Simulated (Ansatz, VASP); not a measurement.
**Mg2Ge: VASP beside Ansatz**

POSCAR

```
Mg2Ge
1.0
    0.0000000000      3.2149322499      3.2149322499
    3.2149322499      0.0000000000      3.2149322499
    3.2149322499      3.2149322499      0.0000000000
Ge Mg
1 2
Direct
    0.0000000000      0.0000000000      0.0000000000
    0.2500000000      0.2500000000      0.2500000000
    0.7500000000      0.7500000000      0.7500000000
```

The input INCAR.step1:

```
ALGO     = Normal         # electronic algorithm
EDIFF    = 1E-5           # SCF threshold, eV
ENCUT    = 520            # plane-wave cutoff, eV
GGA      = PE             # functional
GGA_COMPAT= F            
ISIF     = 2              # what is computed and relaxed
ISMEAR   = 0              # smearing method
LASPH    = T              # aspherical terms in the spheres
LCHARG   = F              # write CHGCAR
LREAL    = F              # projectors in reciprocal space
LWAVE    = T              # write WAVECAR
NBANDS   = 16             # bands
NELM     = 120            # most SCF steps
PREC     = Accurate       # precision mode
SIGMA    = 0.01           # smearing width, eV
```

Contents of INCAR.step2:

```
ALGO     = Normal         # electronic algorithm
EDIFF    = 1E-6           # SCF threshold, eV
ENCUT    = 520            # plane-wave cutoff, eV
GGA      = PE             # functional
GGA_COMPAT= F            
HFSCREEN = 0.2079         # screening, 1/A
ISIF     = 2              # what is computed and relaxed
ISMEAR   = 0              # smearing method
ISTART   = 1            
LASPH    = T              # aspherical terms in the spheres
LCHARG   = F              # write CHGCAR
LHFCALC  = T              # exact exchange
LREAL    = F              # projectors in reciprocal space
LWAVE    = F              # write WAVECAR
NBANDS   = 16             # bands
NELM     = 120            # most SCF steps
PREC     = Accurate       # precision mode
PRECFOCK = Normal       
SIGMA    = 0.01           # smearing width, eV
```

The input KPOINTS:

```
k-points
0
Gamma
  6 6 6
```

Input for Ansatz:

```yaml
crystal:
  lattice:
    - [0.0, 3.2149322499, 3.2149322499]
    - [3.2149322499, 0.0, 3.2149322499]
    - [3.2149322499, 3.2149322499, 0.0]
  atoms:
    - { symbol: Ge, position: [0.0, 0.0, 0.0] }
    - { symbol: Mg, position: [0.25, 0.25, 0.25] }
    - { symbol: Mg, position: [0.75, 0.75, 0.75] }
kpoints:
  mp_grid: { grid: [6, 6, 6] }
  band_path:
    path:
      - [0.0, 0.0, 0.0]
      - [0.5, 0.0, 0.5]
      - [0.625, 0.25, 0.625]
      - [0.375, 0.375, 0.75]
      - [0.5, 0.5, 0.5]
      - [0.5, 0.25, 0.75]
      - [0.0, 0.5, 0.5]
    npoints: 1
hamiltonian:
  xc: hse06
scf:
  occupations: { method: fixed }
  n_extra_bands: 4
output:
  forces: true
  stress: true
  eigenvalues: true
  write_density: true
  write_potential: true
  elf: true
  volumetric_format: npy
```

Change from the starting cell: hydrostatic strain +1.0%.

Alike in both runs: task single point; functional HSE06; k mesh 6 × 6 × 6; no spin polarisation.

|  | VASP | Ansatz |
| --- | --- | --- |
| version | VASP 6.6.1 | Ansatz 0.2.0 |
| potentials or method | VASP PAW PBE potentials, release 64 (Ge_d, Mg) | plane waves, PAW |
| plane-wave cutoff (eV) | 520 | 420 |
| occupations | gaussian, width 0.01 eV | fixed |
| valence electrons in the cell | 18 | 34 |

|  | VASP | Ansatz | Ansatz less VASP |
| --- | --- | --- | --- |
| gap on the k mesh at the Fermi level (eV) | 0.53 | 0.53 | +0.002 |
| pressure (GPa) | -1.3 | -1.2 | +0.11 |

VASP's potentials hold 18 valence electrons a cell and Ansatz's 34, so a difference there can come from the potentials and not from the codes. Ansatz's warnings: stress exchange threshold loose, stress scf threshold loose.
